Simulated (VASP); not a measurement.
Bi, 2 atoms in the cell. It takes space group R-3m (No. 166, trigonal). Conventional cell: a = 4.505 Å, b = 4.505 Å, c = 11.735 Å, α = 90.00°, β = 90.00°, γ = 120.00°. Bi (site symmetry 3m) has 6 Bi at 3.04 to 3.49 Å within 4.0 Å.  This cell differs from its parent crystal: volume scaled by 0.98.

| Quantity | Value |
| --- | --- |
| Program | VASP 6.6.1 |
| Task | single point |
| Functional | LDA |
| Potentials or basis | VASP PAW LDA potentials, release 64 (Bi_d) |
| Cutoff | 520 eV |
| k mesh | 7 × 7 × 7 |
| Occupations | fermi-dirac, width 0.05 eV |
| Spin | no spin polarisation |
| Dipole correction | no |
| Further INCAR settings | ALGO = Normal; EDIFF = 1e-07; NBANDS = 22 |

Potentials or basis: VASP PAW LDA potentials, release 64 (Bi_d).

The run is started by

```sh
$ cat potpaw_LDA.64/Bi_d/POTCAR > POTCAR
$ mpirun -np 1 vasp_std > vasp.out
```

Hardware: 1 thread of Intel Xeon 6975P-C, on a shared host.

**Question.** How long does it take, and how much memory?

**Answer.** Run time: 37 s on 1 thread of Intel Xeon 6975P-C, on a shared host, peak memory 0.2 GiB. Counts: scf iterations 11, k points 44.
